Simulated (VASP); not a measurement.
BN, 4 atoms in the cell. Symmetry: P6_3/mmc, No. 194, hexagonal system. The conventional cell has a = 2.585 Å, b = 2.585 Å, c = 6.756 Å, α = 90.00°, β = 90.00°, γ = 120.00°. B (site symmetry -6m2) has 3 N at 1.49 Å within 2.0 Å. N (site symmetry -6m2) has 3 B at 1.49 Å within 2.0 Å.  This cell differs from its parent crystal: volume 9.776 Å^3 an atom, c/a of the conventional cell 2.6133.

- Program: VASP 6.6.1
- Task: single point
- Functional: PBEsol
- Potentials or basis: VASP PAW PBE potentials, release 64 (B, N)
- Cutoff: 520 eV
- k mesh: 12 × 12 × 4
- Occupations: gaussian, width 0.05 eV
- Spin: no spin polarisation
- Dipole correction: no
- Further INCAR settings: ALGO = Normal; EDIFF = 1e-06; NBANDS = 16

Potentials or basis: VASP PAW PBE potentials, release 64 (B, N).

Run with:

```sh
$ cat potpaw_PBE.64/B/POTCAR potpaw_PBE.64/N/POTCAR > POTCAR
$ mpirun -np 1 vasp_std > vasp.out
```

Hardware: 1 thread of Intel Xeon 8259CL (shared host).

Task: How long does it take, and how much memory?

Result: Run time: 42 s on 1 thread of Intel Xeon 8259CL (shared host), peak memory 0.16 GiB. Counts: scf iterations 13, k points 57.
